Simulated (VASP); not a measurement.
# BAs (F-43m) in VASP: notebook

The runs below take BAs through single point, with PBEsol+D3(BJ), PBE+D3(BJ).

Program: VASP 6.6.1. These are calculated values, not measurements. Logs are shortened: lines on timing, memory, paths and dates and some standing lists are left out, and cuts for length are marked.

### 1 The cell of the first run

The structure is cubic, space group F-43m (No. 216). The conventional cell has a = 4.777 Å, b = 4.777 Å, c = 4.777 Å, α = 90.00°, β = 90.00°, γ = 90.00°. Within 2.7 Å of As (site symmetry -43m) lie 4 B at 2.07 Å. B (site symmetry -43m) has 4 As at 2.07 Å within 2.7 Å.

### 2 Single point, PBEsol+D3(BJ)

Input file INCAR:

```
SYSTEM = BAs
ALGO = Normal
EDIFF = 1E-6
ENCUT = 500
GGA = PS
GGA_COMPAT = .False.
ISIF = 2
ISMEAR = 0
IVDW = 12
LASPH = .True.
LCHARG = .True.
LELF = .True.
LREAL = .False.
LVHAR = .True.
LWAVE = .False.
NBANDS = 11
NELM = 120
PREC = Accurate
SIGMA = 0.1
```

Input file KPOINTS:

```
k-points
0
Gamma
  10 10 10
  0 0 0
```

Input file POSCAR:

```
BAs
1.0
    0.0000000000      2.3885000000      2.3885000000
    2.3885000000      0.0000000000      2.3885000000
    2.3885000000      2.3885000000      0.0000000000
As B
1 1
Direct
    0.2500000000      0.2500000000      0.2500000000
    0.0000000000      0.0000000000      0.0000000000
```

Potentials or basis: VASP PAW PBE potentials, release 64 (As, B).

Run with:

```bash
$ cat potpaw_PBE.64/As/POTCAR potpaw_PBE.64/B/POTCAR > POTCAR
$ mpirun -np 1 vasp_std > vasp.out
```

OUTCAR:

```text
SYSTEM = BAs
   EDIFF = 1E-6
   ENCUT = 500
   GGA = PS
   ISIF = 2
   ISMEAR = 0
   IVDW = 12
   LASPH = .True.
   LREAL = .False.
   NELM = 120
   PREC = Accurate
 IVDW          = 12

 ion  position               nearest neighbor table
   1  0.250  0.250  0.250-   2 2.07   2 2.07   2 2.07   2 2.07
   2  0.000  0.000  0.000-   1 2.07   1 2.07   1 2.07   1 2.07

  LATTYP: Found a face centered cubic cell.
 ALAT       =     4.7770000000

  Lattice vectors:

 A1 = (   0.0000000000,   2.3885000000,   2.3885000000)
 A2 = (   2.3885000000,   0.0000000000,   2.3885000000)
 A3 = (   2.3885000000,   2.3885000000,   0.0000000000)

Analysis of symmetry for initial positions (statically):
=====================================================================
 Subroutine PRICEL returns:
 Original cell was already a primitive cell.

 Routine SETGRP: Setting up the symmetry group for a
 face centered cubic supercell.

 Subroutine GETGRP returns: Found 24 space group operations
 (whereof 24 operations were pure point group operations)
 out of a pool of 48 trial point group operations.

The static configuration has the point symmetry T_d .

Analysis of symmetry for dynamics (positions and initial velocities):
=====================================================================
 Subroutine PRICEL returns:
 Original cell was already a primitive cell.

 Routine SETGRP: Setting up the symmetry group for a
 face centered cubic supercell.

 Subroutine GETGRP returns: Found 24 space group operations
 (whereof 24 operations were pure point group operations)
 out of a pool of 48 trial point group operations.

The dynamic configuration has the point symmetry T_d .

 Subroutine INISYM returns: Found 24 space group operations
 (whereof 24 operations are pure point group operations),
 and found     1 'primitive' translations

----------------------------------------------------------------------------------------

                                     Primitive cell

  volume of cell :      27.2525

  direct lattice vectors                    reciprocal lattice vectors
     0.000000000  2.388500000  2.388500000    -0.209336404  0.209336404  0.209336404
     2.388500000  0.000000000  2.388500000     0.209336404 -0.209336404  0.209336404
     2.388500000  2.388500000  0.000000000     0.209336404  0.209336404 -0.209336404

  length of vectors
     3.377849094  3.377849094  3.377849094     0.362581287  0.362581287  0.362581287

  position of ions in fractional coordinates (direct lattice)
     0.250000000  0.250000000  0.250000000
     0.000000000  0.000000000  0.000000000

  ion indices of the primitive-cell ions
   primitive index   ion index
                 1           1
                 2           2

----------------------------------------------------------------------------------------

 KPOINTS: k-points

Automatic generation of k-mesh.
 Grid dimensions read from file:
 generate k-points for:   10   10   10

 Generating k-lattice:

  Cartesian coordinates                     Fractional coordinates (reciprocal lattice)
    -0.020933640  0.020933640  0.020933640     0.100000000  0.000000000  0.000000000
     0.020933640 -0.020933640  0.020933640     0.000000000  0.100000000  0.000000000
     0.020933640  0.020933640 -0.020933640     0.000000000  0.000000000  0.100000000

  Length of vectors
     0.036258129  0.036258129  0.036258129

  Shift w.r.t. Gamma in fractional coordinates (k-lattice)
     0.000000000  0.000000000  0.000000000

 Subroutine IBZKPT returns following result:
 ===========================================

 Found     47 irreducible k-points:

 Following reciprocal coordinates:
            Coordinates               Weight
  0.000000  0.000000  0.000000      1.000000
  0.100000  0.000000  0.000000      8.000000
  0.200000  0.000000  0.000000      8.000000
  0.300000  0.000000  0.000000      8.000000
  0.400000  0.000000  0.000000      8.000000
  0.500000  0.000000  0.000000      4.000000
[... 16 lines left out ...]
  0.300000  0.300000  0.000000      6.000000
  0.400000  0.300000  0.000000     24.000000
 [... further k-points ...]
   k-points           NKPTS =     47   k-points in BZ     NKDIM =     47   number of bands    NBANDS=     11
   number of dos      NEDOS =    301   number of ions     NIONS =      2
   total plane-waves  NPLWV =  21952
   dimension x,y,z NGX =    28 NGY =   28 NGZ =   28
   dimension x,y,z NGXF=    56 NGYF=   56 NGZF=   56
   ions per type =               1   1
   NGX,Y,Z   is equivalent  to a cutoff of  13.78, 13.78, 13.78 a.u.
   NGXF,Y,Z  is equivalent  to a cutoff of  27.56, 27.56, 27.56 a.u.
 SYSTEM =  BAs
   PREC   = accura    normal or accurate (medium, high low for compatibility)
   ISTART =      0    job   : 0-new  1-cont  2-samecut
   ICHARG =      2    charge: 1-file 2-atom 10-const
   ISPIN  =      1    spin polarized calculation?
   LNONCOLLINEAR =      F non collinear calculations
   LSORBIT =      F    spin-orbit coupling
   LASPH  =      T    aspherical Exc in radial PAW
   ENCUT  =  500.0 eV  36.75 Ry    6.06 a.u.   6.16  6.16  6.16*2*pi/ulx,y,z
   NELM   =    120;   NELMIN=  2; NELMDL= -5     # of ELM steps
   EDIFF  = 0.1E-05   stopping-criterion for ELM
   LREAL  =      F    real-space projection
   EDIFFG = 0.1E-04   stopping-criterion for IOM
   NSW    =      0    number of steps for IOM
   IBRION =     -1    ionic relax: 0-MD 1-quasi-New 2-CG
   NFREE  =      0    steps in history (QN), initial steepest desc. (CG)
   ISIF   =      2    stress and relaxation
   ISYM   =      2    0-nonsym 1-usesym 2-fastsym
   POTIM  = 0.5000    time-step for ionic-motion
   TEBEG  =    0.0;   TEEND  =   0.0 temperature during run
   PSTRESS=    0.0 pullay stress
   NELECT =       8.0000    total number of electrons
   NUPDOWN=      -1.0000    fix difference up-down
   EMIN   =  10.00;   EMAX   =-10.00  energy-range for DOS
   EFERMI =   0.00;   METHOD = LEGACY
   ISMEAR =     0;   SIGMA  =   0.10  broadening in eV -4-tet -1-fermi 0-gaus
   EFERMI_NEDOS =   21; number of points for ismear=-14 and -15
   IALGO  =     38    algorithm
   IMIX   =      4    mixing-type and parameters
     AMIX     =   0.40;   BMIX     =  1.00
     AMIX_MAG =   1.60;   BMIX_MAG =  1.00
  volume/ion in A,a.u.               =      13.63        91.95
  Fermi-wavevector in a.u.,A,eV,Ry     =   1.088018  2.056057 16.106360  1.183784
  Thomas-Fermi vector in A             =   2.224191
   LORBIT       =      0    0 simple, 1 ext, 2 COOP (PROOUT), +10 PAW based schemes
   GGA     = PS    functional components
   LHFCALC =     F    Hartree Fock is set to
   AEXX    =    0.0000 exact exchange contribution
   IVDW    =    12    specifies the selected vdW correction
   LEPSILON=     F    determine dielectric tensor
   LRPA    =     F    only Hartree local field effects (RPA)
 non-spin polarized calculation
 Gauss-broadening in eV      SIGMA  =   0.10
  energy-cutoff  :      500.00
  volume of cell :       27.25
 maximum number of plane-waves:       701
 NGX is ok and might be reduce to    28
   NGX = 13   NGY = 13   NGZ = 13

 number of electron       8.0000000 magnetization

 Free energy of the ion-electron system (eV)
  ---------------------------------------------------
  ext. energy  EPLUGINS =         0.00000000
  ---------------------------------------------------
  free energy    TOTEN  =       -12.20359804 eV

  energy without entropy =      -12.20359804  energy(sigma->0) =      -12.20359804

 E-fermi :   6.4641     XC(G=0): -10.7311

 val. band max:        6.0440807613   @ k =   0.0000   0.0000   0.0000
 cond. band min:       7.1200473995   @ k =   0.4000   0.4000   0.0000
 fundamental gap:      1.0759666381
 Fermi energy:         6.4641047027

 k-point     1 :       0.0000    0.0000    0.0000
  band No.  band energies     occupation
      1      -9.3930      2.00000
      2       6.0441      2.00000
      3       6.0441      2.00000
      4       6.0441      2.00000
      5       9.2839      0.00000
      6       9.2839      0.00000
      7       9.2839      0.00000
      8      10.7258      0.00000
      9      15.3906      0.00000
     10      18.9748      0.00000
     11      18.9748      0.00000

 k-point     2 :       0.1000    0.0000    0.0000
  band No.  band energies     occupation
      1      -9.2284      2.00000
      2       4.6384      2.00000
      3       5.7393      2.00000
      4       5.7393      2.00000
      5       9.4295      0.00000
      6       9.6845      0.00000
      7       9.6845      0.00000
      8      11.5943      0.00000
      9      16.0476      0.00000
     10      17.8577      0.00000
     11      17.8577      0.00000

 k-point     3 :       0.2000    0.0000    0.0000
  band No.  band energies     occupation
      1      -8.7429      2.00000
      2       2.2617      2.00000
      3       5.1613      2.00000
      4       5.1613      2.00000
      5       9.2124      0.00000
      6      10.4023      0.00000
      7      10.4023      0.00000
      8      13.1927      0.00000
      9      17.0608      0.00000
     10      17.1272      0.00000
     11      17.1272      0.00000

 k-point     4 :       0.3000    0.0000    0.0000
  band No.  band energies     occupation
      1      -7.9724      2.00000
      2      -0.0389      2.00000
      3       4.6519      2.00000
      4       4.6519      2.00000
      5       8.9406      0.00000
      6      10.7963      0.00000
      7      10.7963      0.00000
      8      14.4126      0.00000
      9      17.1949      0.00000
     10      17.5790      0.00000
     11      17.5790      0.00000

 k-point     5 :       0.4000    0.0000    0.0000
  band No.  band energies     occupation
      1      -7.0492      2.00000
      2      -1.9225      2.00000
      3       4.3257      2.00000
      4       4.3257      2.00000
      5       8.7594      0.00000
      6      10.8125      0.00000
      7      10.8125      0.00000
      8      14.7646      0.00000
      9      17.9419      0.00000
     10      19.1095      0.00000
     11      19.1095      0.00000
[... 211 lines left out ...]
 k-point    21 :      -0.3000    0.2000    0.0000
  band No.  band energies     occupation
      1      -6.8365      2.00000
      2      -1.0201      2.00000
      3       1.3879      2.00000
      4       4.0783      2.00000
      5       9.5077      0.00000
      6      11.9463      0.00000
      7      12.1885      0.00000
      8      14.1066      0.00000
      9      16.6466      0.00000
     10      18.0195      0.00000
     11      21.2336      0.00000

 k-point    22 :      -0.2000    0.2000    0.0000
  band No.  band energies     occupation
      1      -7.7084      2.00000
      2       0.5582      2.00000
      3       1.9322      2.00000
      4       4.7448      2.00000
      5       9.9364      0.00000
      6      11.1297      0.00000
      7      11.9924      0.00000
      8      12.9798      0.00000
      9      15.8355      0.00000
     10      18.5251      0.00000
     11      20.1158      0.00000

 k-point    23 :       0.3000    0.3000    0.0000
  band No.  band energies     occupation
      1      -7.4728      2.00000
      2       0.8308      2.00000
      3       2.8325      2.00000
      4       2.8325      2.00000
      5       7.3521      0.00000
      6       9.5941      0.00000
      7      14.4734      0.00000
      8      14.4734      0.00000
      9      16.9847      0.00000
     10      20.9409      0.00000
     11      21.1244      0.00000

 k-point    24 :       0.4000    0.3000    0.0000
  band No.  band energies     occupation
      1      -6.7431      2.00000
      2      -0.4167      2.00000
      3       2.0343      2.00000
      4       2.5348      2.00000
      5       7.6505      0.00000
      6       9.3361      0.00000
      7      14.8461      0.00000
      8      15.0852      0.00000
      9      18.0324      0.00000
     10      21.7273      0.00000
     11      21.8865      0.00000

 [... further k-points ...]

------------------------ aborting loop because EDIFF is reached ----------------------------------------

 Edisp (eV)   -0.54782

 E8    (eV) :    -0.3370

  FORCE on cell =-STRESS in cart. coord.  units (eV):
  Direction    XX          YY          ZZ          XY          YZ          ZX
  --------------------------------------------------------------------------------------
  -------------------------------------------------------------------------------------
  Total      -0.53861    -0.53861    -0.53861    -0.00000     0.00000    -0.00000
  in kB     -31.66518   -31.66518   -31.66518    -0.00000     0.00000    -0.00000
  external pressure =      -31.67 kB  Pullay stress =        0.00 kB

 VOLUME and BASIS-vectors are now :
 -----------------------------------------------------------------------------
  energy-cutoff  :      500.00
  volume of cell :       27.25
      direct lattice vectors                 reciprocal lattice vectors
     0.000000000  2.388500000  2.388500000    -0.209336404  0.209336404  0.209336404
     2.388500000  0.000000000  2.388500000     0.209336404 -0.209336404  0.209336404
     2.388500000  2.388500000  0.000000000     0.209336404  0.209336404 -0.209336404

 POSITION                                       TOTAL-FORCE (eV/Angst)
 -----------------------------------------------------------------------------------
      1.19425      1.19425      1.19425        -0.000000      0.000000     -0.000000
      0.00000      0.00000      0.00000         0.000000     -0.000000      0.000000
 -----------------------------------------------------------------------------------
    total drift:                               -0.000000     -0.000000     -0.000000

  FREE ENERGIE OF THE ION-ELECTRON SYSTEM (eV)
  ---------------------------------------------------
  free  energy   TOTEN  =       -12.7514175232 eV

  energy  without entropy=      -12.7514175232  energy(sigma->0) =      -12.75141752
```

It took 16 s on 1 thread of AMD EPYC 7R43 (Zen 3), shared host; peak memory 0.14 GiB.

What came out:

```
Free energy                : -12.7514 eV
Pressure                   : -3.2 GPa
Band gap on the k mesh     : 1.08 eV (least direct gap 3.24 eV)
Dispersion energy per atom : -0.274 eV
```

Levels at points of the mesh, in eV from the valence-band top:
```tsv
k point	band 1	band 2	band 3	band 4	band 5	band 6	band 7	band 8
(0.00, 0.00, 0.00)	-15.44	0.00	0.00	0.00	3.24	3.24	3.24	4.68
(0.50, 0.00, 0.00)	-12.55	-8.83	-1.83	-1.83	2.65	4.73	4.73	8.71
(0.50, 0.50, 0.00)	-11.24	-8.53	-4.11	-4.11	1.31	1.34	11.34	11.34
```

Caveat: the cell stands under tension; the PAW data sets were made with another functional, which shifts forces and pressure a little. A k mesh can miss the band edges.

### 3 Single point, PBE+D3(BJ), non-collinear spin, zero start, spin-orbit coupling

Input file INCAR:

```
PREC = Accurate
ENCUT = 500
EDIFF = 1E-6
ISMEAR = -1
SIGMA = 0.15
LREAL = False
LASPH = True
NELM = 200
ALGO = Normal
ISIF = 2
LWAVE = False
LCHARG = True
MAGMOM = 0 0 0 0 0 0
LORBIT = 11
LSORBIT = True
GGA_COMPAT = False
LORBMOM = True
GGA = PE
IVDW = 12
LVHAR = True
NBANDS = 20
```

Input file KPOINTS:

```
Automatic mesh
0
Gamma
  8 8 8
```

POSCAR is that of step 2.

Potentials or basis: VASP PAW PBE potentials, release 64 (As, B).

Run with:

```bash
$ cat potpaw_PBE.64/As/POTCAR potpaw_PBE.64/B/POTCAR > POTCAR
$ mpirun -np 1 vasp_ncl > vasp.out
```

OUTCAR:

```text
PREC = Accurate
   ENCUT = 500
   EDIFF = 1E-6
   ISMEAR = -1
   LREAL = False
   LASPH = True
   NELM = 200
   ISIF = 2
   LORBIT = 11
   LSORBIT = True
   GGA = PE
   IVDW = 12
 IVDW          = 12

 ion  position               nearest neighbor table
   1  0.250  0.250  0.250-   2 2.07   2 2.07   2 2.07   2 2.07
   2  0.000  0.000  0.000-   1 2.07   1 2.07   1 2.07   1 2.07

  LATTYP: Found a face centered cubic cell.
 ALAT       =     4.7770000000

  Lattice vectors:

 A1 = (   0.0000000000,   2.3885000000,   2.3885000000)
[... 849 lines left out ...]
     0.0000000     0.0000000     0.0000000     0.0000000     0.0000000
     0.0000000     0.0000000     0.0000000     0.0000000     0.0000000
 l=   3
     0.0000000     0.0000000     0.0000000     0.0000000     0.0000000     0.0000000     0.0000000
     0.0000000     0.0000000     0.0000000     0.0000000     0.0000000     0.0000000     0.0000000
     0.0000000     0.0000000     0.0000000     0.0000000     0.0000000     0.0000000     0.0000000
     0.0000000     0.0000000     0.0000000     0.0000000     0.0000000     0.0000000     0.0000000
     0.0000000     0.0000000     0.0000000     0.0000000     0.0000000     0.0000000     0.0000000
     0.0000000     0.0000000     0.0000000     0.0000000     0.0000000     0.0000000     0.0000000
     0.0000000     0.0000000     0.0000000     0.0000000     0.0000000     0.0000000     0.0000000

 total charge

# of ion       s       p       d       tot
------------------------------------------
    1        1.172   1.663   0.089   2.924
    2        0.659   1.180   0.000   1.840
--------------------------------------------------
tot          1.832   2.843   0.089   4.764

 magnetization (x)

# of ion       s       p       d       tot
------------------------------------------
    1        0.000   0.000   0.000   0.000
    2       -0.000   0.000   0.000  -0.000
--------------------------------------------------
tot         -0.000   0.000   0.000  -0.000

 magnetization (y)

# of ion       s       p       d       tot
------------------------------------------
    1        0.000   0.000   0.000   0.000
    2        0.000   0.000   0.000   0.000
--------------------------------------------------
tot          0.000   0.000   0.000   0.000

 magnetization (z)

# of ion       s       p       d       tot
------------------------------------------
    1       -0.000  -0.000   0.000  -0.000
    2       -0.000   0.000   0.000  -0.000
--------------------------------------------------
tot         -0.000   0.000   0.000  -0.000
```

stdout:

```text
POSCAR found type information on POSCAR AsB
 POSCAR found :  2 types and       2 ions
 scaLAPACK will be used
 LDA part: xc-table for (Slater+PW92), standard interpolation
 POSCAR, INCAR and KPOINTS ok, starting setup
 FFT: planning ... GRIDC
 FFT: planning ... GRID_SOFT
 FFT: planning ... GRID
 WAVECAR not read
 entering main loop
```

Wall time 36 s (1 thread of AMD EPYC 9R45 (Zen 5), shared host); peak memory 0.23 GiB.

What came out:

* Free energy: -12.0745 eV
* Pressure: -0.4 GPa
* Net moment: 0.00 μB per cell
* Valence electrons inside the program's atomic spheres: As 2.92; B 1.84
* Dispersion energy per atom: -0.330 eV

Moments on the atoms (μB; x, y, z):
```
As  0.00 0.00 0.00
B   0.00 0.00 0.00
```
